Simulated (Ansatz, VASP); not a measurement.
One calculation of As, two programs

```
As
1.0
     3.02226    0.00000    0.00000
     0.00000    3.02226    0.00000
     0.00000    0.00000    3.02226
As
1
Direct
  0.00000 0.00000 0.00000
```

Alike in both runs: task single point; functional revPBE; k mesh 14 × 14 × 14; no spin polarisation.

|  | VASP | Ansatz |
| --- | --- | --- |
| version | VASP 6.6.1 | Ansatz 0.2.0 |
| potentials or method | VASP PAW PBE potentials, release 64 (As) | scalar-relativistic, plane waves, PAW |
| plane-wave cutoff (eV) | 500 | 420 |
| occupations | methfessel-paxton of order 1, width 0.1 eV | cold, width 0.01 eV |
| valence electrons in the cell | 5 | 15 |

```tsv
	VASP	Ansatz	Ansatz less VASP
gap on the k mesh at the Fermi level (eV)	none	none	-
pressure (GPa)	-11.5	-11.5	-0.03
```

VASP's potentials were made for PBE, not for revPBE. A gap of «none» marks a metal or a gap that the smearing closes. VASP's potentials hold 5 valence electrons a cell and Ansatz's 15, so a difference there can come from the potentials and not from the codes.
